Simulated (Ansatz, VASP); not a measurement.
NaH in VASP and in Ansatz

The input INCAR:

```
ALGO     = Normal         # electronic algorithm
EDIFF    = 1E-6           # SCF threshold, eV
ENCUT    = 520            # plane-wave cutoff, eV
GGA      = PE             # functional
ISIF     = 2              # what is computed and relaxed
ISMEAR   = 0              # smearing method
LASPH    = True           # aspherical terms in the spheres
LCHARG   = True           # write CHGCAR
LELF     = True           # ELF
LREAL    = False          # projectors in reciprocal space
LVHAR    = True         
LWAVE    = False          # write WAVECAR
NBANDS   = 11             # bands
NELM     = 80             # most SCF steps
PREC     = Accurate       # precision mode
SIGMA    = 0.05           # smearing width, eV
```

The input KPOINTS:

```
k-points
0
Gamma
  10 10 10
```

The input POSCAR:

```
NaH
1.0
    2.9551240000      0.0000000000      0.0000000000
    0.0000000000      2.9551240000      0.0000000000
    0.0000000000      0.0000000000      3.1028802000
Na H
1 1
Direct
    0.0000000000      0.0000000000      0.0000000000
    0.5000000000      0.5000000000      0.5000000000
```

Input for Ansatz:

```yaml
crystal:
  lattice:
    - [2.955124, 0.0, 0.0]
    - [0.0, 2.955124, 0.0]
    - [0.0, 0.0, 3.1028802]
  atoms:
    - { symbol: Na, position: [0.0, 0.0, 0.0] }
    - { symbol: H, position: [0.5, 0.5, 0.5] }
basis:
  ecutwfc: 420
kpoints:
  mp_grid: { grid: [10, 10, 10] }
hamiltonian:
  xc: pbe
scf:
  occupations: { method: gaussian, width: 0.05 }
output:
  forces: true
  stress: true
  eigenvalues: true
```

Change from the starting cell: strain +0.000 along x and y, +0.050 along z, atoms carried along.

Alike in both runs: task single point; functional PBE; k mesh 10 × 10 × 10; occupations gaussian, width 0.05 eV; no spin polarisation.

```csv
,VASP,Ansatz
version,VASP 6.6.1,Ansatz 0.2.0
potentials or method,"VASP PAW PBE potentials, release 64 (Na_pv, H), cutoff 520 eV","scalar-relativistic, plane waves, PAW"
valence electrons in the cell,8,10
```

```tsv
	VASP	Ansatz	Ansatz less VASP
gap on the k mesh at the Fermi level (eV)	0.71	0.71	+0.003
least direct gap on the mesh (eV)	4.18	4.18	+0.005
pressure (GPa)	-0.9	-0.9	+0.04
traceless stress, the component that is largest in VASP (GPa)	-3.46	-3.46	+0.001
```

VASP's potentials hold 8 valence electrons a cell and Ansatz's 10, so a difference there can come from the potentials and not from the codes.
